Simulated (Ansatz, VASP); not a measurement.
## Two plane-wave programs on CoO

INCAR

```
PREC = Accurate
ENCUT = 520
EDIFF = 1E-7
ISMEAR = 0
SIGMA = 0.1
LREAL = False
LASPH = True
NELM = 150
ALGO = Normal
ISIF = 2
LWAVE = False
LCHARG = True
ISPIN = 2
MAGMOM = 2.74 0.35
LORBIT = 11
LMAXMIX = 4
GGA = PE
LELF = True
LVHAR = True
NBANDS = 18
```

File KPOINTS:

```
regular mesh
0
Gamma
  16 16 16
```

File POSCAR:

```
CoO
1.0
    0.0000000000      2.1451891821      2.1451891821
    2.1451891821      0.0000000000      2.1451891821
    2.1451891821      2.1451891821      0.0000000000
Co O
1 1
Direct
    0.0000000000      0.0000000000      0.0000000000
    0.5000000000      0.5000000000      0.5000000000
```

Input for Ansatz:

```yaml
crystal:
  lattice:
    - [0.0, 2.1451891819, 2.1451891819]
    - [2.1451891819, 0.0, 2.1451891819]
    - [2.1451891819, 2.1451891819, 0.0]
  atoms:
    - { symbol: Co, position: [0.0, 0.0, 0.0], spin: 2.74 }
    - { symbol: O, position: [0.5, 0.5, 0.5], spin: 0.35 }
basis:
  ecutwfc: 420
kpoints:
  mp_grid: { grid: [16, 16, 16] }
hamiltonian:
  xc: pbe
scf:
  occupations: { method: gaussian, width: 0.1 }
output:
  forces: true
  stress: true
  eigenvalues: true
  populations: true
magnetization:
  spin_polarized: true
```

Alike in both runs: task single point; functional PBE; k mesh 16 × 16 × 16; occupations gaussian, width 0.1 eV; collinear spin.

```csv
,VASP,Ansatz
version,VASP 6.6.1,Ansatz 0.2.0
potentials or method,"VASP PAW PBE potentials, release 64 (Co, O), cutoff 520 eV","scalar-relativistic, plane waves, PAW"
valence electrons in the cell,15,23
```

```csv
,VASP,Ansatz,Ansatz less VASP
gap on the k mesh at the Fermi level (eV),none,none,-
pressure (GPa),-5.3,-4.9,+0.44
net moment per atom (μB),1.48,1.49,+0.009
size of the moment on the site where the two differ most (μB),2.60,2.53,-0.064
```

Site moments also hang on the region over which each program counts them. A gap of «none» marks a metal or a gap that the smearing closes. With one functional, cell and mesh, what is left measures potentials, basis and numerics. VASP's potentials hold 15 valence electrons a cell and Ansatz's 23, so a difference there can come from the potentials and not from the codes.
